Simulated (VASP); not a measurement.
Zn: single point with PBE

Crystal: Zn.

```
Zn
1.0
     2.45161    0.00000    0.00000
    -1.22581    2.12316    0.00000
     0.00000    0.00000    4.74883
Zn
2
Direct
  0.33333 0.66667 0.25000
  0.66667 0.33333 0.75000
```

This cell differs from its parent crystal: strain -0.080 along x and y, -0.040 along z.

| Quantity | Value |
| --- | --- |
| Program | VASP 6.6.1 |
| Task | single point |
| Functional | PBE |
| Potentials or basis | VASP PAW PBE potentials, release 64 (Zn) |
| Cutoff | 520 eV |
| k mesh | 24 × 24 × 10 |
| Occupations | gaussian, width 0.15 eV |
| Spin | no spin polarisation |
| Dipole correction | no |
| Further INCAR settings | ALGO = Fast; EDIFF = 1e-06; NBANDS = 19 |

```
Pressure               : 28.6 GPa
Band gap on the k mesh : zero (band 12 reaches 6.50 eV, above the bottom of band 13 at 1.40 eV)
```

Stress tensor (GPa, compression positive):
```
33.95  0.00  0.00
 0.00 33.95  0.00
 0.00  0.00 17.84
```

Levels at points of the mesh, in eV from the Fermi level:
```tsv
k point	band 10	band 11	band 12	band 13	band 14	band 15
(0.00, 0.00, 0.00)	-7.31	-7.31	-4.83	-3.18	14.16	18.46
(0.50, 0.00, 0.00)	-6.99	-3.20	-1.91	3.16	3.96	5.46
(0.00, 0.00, 0.50)	-7.41	-7.41	-7.41	4.58	4.58	22.31
(0.50, 0.00, 0.50)	-7.00	-2.30	-2.30	1.02	1.02	11.14
```

Run time: 58 s on 1 thread of Intel(R) Xeon(R) 6975P-C (Granite Rapids), with other jobs on the host, peak memory 0.24 GiB.

Caveat: the cell differs from its parent crystal (strain -0.080 along x and y, -0.040 along z).
